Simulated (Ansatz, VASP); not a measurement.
# One calculation of Nb, two programs

```xyz
2
Lattice="2.9564 0.0000 0.0000 -1.4782 2.5603 0.0000 0.0000 0.0000 4.7894" Properties=species:S:1:pos:R:3 pbc="T T T"
Nb    0.0000    1.7069    1.1973
Nb    1.4782    0.8534    3.5920
```

Alike in both runs: task relaxation of cell and atoms; functional PBE; k mesh 16 × 16 × 9; occupations fermi-dirac, width 0.05 eV; no spin polarisation.

|  | VASP | Ansatz |
| --- | --- | --- |
| version | VASP 6.6.1 | Ansatz 0.2.0 |
| potentials or method | VASP PAW PBE potentials, release 64 (Nb_sv) | PAW with Ansatz's default frozen-core files, scalar-relativistic |
| plane-wave cutoff (eV) | 600 | 420 |
| valence electrons in the cell | 26 | 26 |

Ansatz gave:

| Property | Result |
| --- | --- |
| relaxed volume (Å³/atom) | 18.67 |
| relaxed length of the cell vector where the two differ most in proportion (Å) | 5.239 |

**Question.** Estimate VASP's values.

**Answer.** Relaxed volume (Å³/atom): 18.63; relaxed length of the cell vector where the two differ most in proportion (Å): 5.235.
